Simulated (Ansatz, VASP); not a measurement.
Two plane-wave programs on Ge

```
Ge
1.0
     2.87883    0.00000    0.00000
    -1.43941    2.49314    0.00000
     0.00000    0.00000    2.69353
Ge
1
Direct
  0.00000 0.00000 0.50000
```

Change from the starting cell: the structure that the rattled cell fell into.

Alike in both runs: functional PBE; k mesh 24 × 24 × 20; occupations gaussian, width 0.1 eV; no spin polarisation.

Ansatz relaxed the structure, and its values are those at the end. VASP's run is a single point on that final structure, the one shown.

|  | VASP | Ansatz |
| --- | --- | --- |
| version | VASP 6.6.1 | Ansatz 0.2.0 |
| potentials or method | VASP PAW PBE potentials, release 64 (Ge_d), cutoff 520 eV | scalar-relativistic, plane waves, PAW |
| valence electrons in the cell | 14 | 14 |

Ansatz gave:

- gap on the k mesh at the Fermi level (eV): none
- pressure (GPa): 0.0

Question: Estimate VASP's values.

Answer: gap on the k mesh at the Fermi level (eV): none; pressure (GPa): -0.2.

A gap of «none» marks a metal or a gap that the smearing closes.
